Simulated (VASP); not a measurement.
Here is a VASP 6.6.1 calculation.

INCAR

```
ALGO = Fast
EDIFF = 1E-6
ENCUT = 520
GGA = PE
ISIF = 2
ISMEAR = 0
LASPH = True
LCHARG = False
LREAL = False
LWAVE = False
NBANDS = 20
NELM = 80
PREC = Accurate
SIGMA = 0.1
```

Contents of KPOINTS:

```
k-points
0
Gamma
  12 12 8
```

POSCAR

```
ScAl4
1.0
    4.6924615668     -2.0072225561     -0.0253391814
    4.6924615668      2.0072225561     -0.0253391814
   -4.6789732690      0.0000000000      4.7248970640
Sc Al
1 4
Direct
    0.5000000000      0.5000000000      0.5000000000
    0.9046754716      0.9046754716      0.1011337923
    0.6964819788      0.6964819788      0.2921049355
    0.3035180212      0.3035180212      0.7078950645
    0.0953245284      0.0953245284      0.8988662077
```

Potentials or basis: VASP PAW PBE potentials, release 64 (Sc_sv, Al).

Run with:

```sh
$ cat potpaw_PBE.64/Sc_sv/POTCAR potpaw_PBE.64/Al/POTCAR > POTCAR
$ mpirun -np 1 vasp_std > vasp.out
```

(1) Estimate the largest force.

(2) What does it give for the pressure?

(3) Estimate the band gap on the k mesh.

## Answers

(1) 0.006 eV/Å.

(2) 0.0 GPa.

(3) zero (an odd number of electrons rules out a gap without spin polarisation).
